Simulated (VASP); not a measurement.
Wanted: the native input for a VASP 6.6.1 run.

| Item | Value |
| --- | --- |
| Task | density of states |
| Functional | LDA |
| Potentials or basis | VASP PAW LDA potentials, release 64 (Cs_sv, H) |
| Cutoff | 520 eV |
| k mesh | 8 × 8 × 8 |
| Occupations | gaussian, width 0.02 eV |
| Spin | no spin polarisation |
| Dipole correction | no |
| k mesh for the DOS | 12 × 12 × 12 |
| Occupations for the DOS | tetrahedron |
| Further INCAR settings | ALGO = Normal; EDIFF = 1e-06 |

Crystal: CsH.

```
Cs H
1.0
     0.00000    3.05112    3.05112
     3.05112    0.00000    3.05112
     3.05112    3.05112    0.00000
Cs H
1 1
Direct
  0.00000 0.00000 0.00000
  0.50000 0.50000 0.50000
```

One way to write it, as run:

POSCAR

```
CsH
1.0
    0.0000000000      3.0511182310      3.0511182310
    3.0511182310      0.0000000000      3.0511182310
    3.0511182310      3.0511182310      0.0000000000
Cs H
1 1
Direct
    0.0000000000      0.0000000000      0.0000000000
    0.5000000000      0.5000000000      0.5000000000
```

INCAR.step1

```
PREC = Accurate
ENCUT = 520
EDIFF = 1E-6
ISMEAR = 0
SIGMA = 0.02
LREAL = F
LASPH = T
NELM = 100
ALGO = Normal
ISIF = 2
LWAVE = F
LCHARG = T
NBANDS = 12
```

KPOINTS.step1

```
Automatic mesh
0
Gamma
  8 8 8
```

INCAR.step2

```
PREC = Accurate
ENCUT = 520
EDIFF = 1E-6
ISMEAR = -5
SIGMA = 0.02
LREAL = F
LASPH = T
NELM = 100
ALGO = Normal
ISIF = 2
LWAVE = F
LCHARG = F
LORBIT = 11
NEDOS = 2001
ICHARG = 11
```

KPOINTS.step2

```
Automatic mesh
0
Gamma
  12 12 12
```

Potentials or basis: VASP PAW LDA potentials, release 64 (Cs_sv, H).

Command:

```console
$ cat potpaw_LDA.64/Cs_sv/POTCAR potpaw_LDA.64/H/POTCAR > POTCAR
$ cp INCAR.step1 INCAR
$ cp KPOINTS.step1 KPOINTS
$ mpirun -np 1 vasp_std > vasp.out
$ cp INCAR.step2 INCAR
$ cp KPOINTS.step2 KPOINTS
$ mpirun -np 1 vasp_std > vasp.out
```

Results of the run:

* Valence electrons inside the program's atomic spheres: Cs 6.55; H 0.48

Caveat: spin-orbit coupling is left out, which moves the levels of the heavy elements.

Run time: 27 s on 1 thread of AMD EPYC 7R13 Processor (Zen 3) (shared host), peak memory 0.14 GiB.
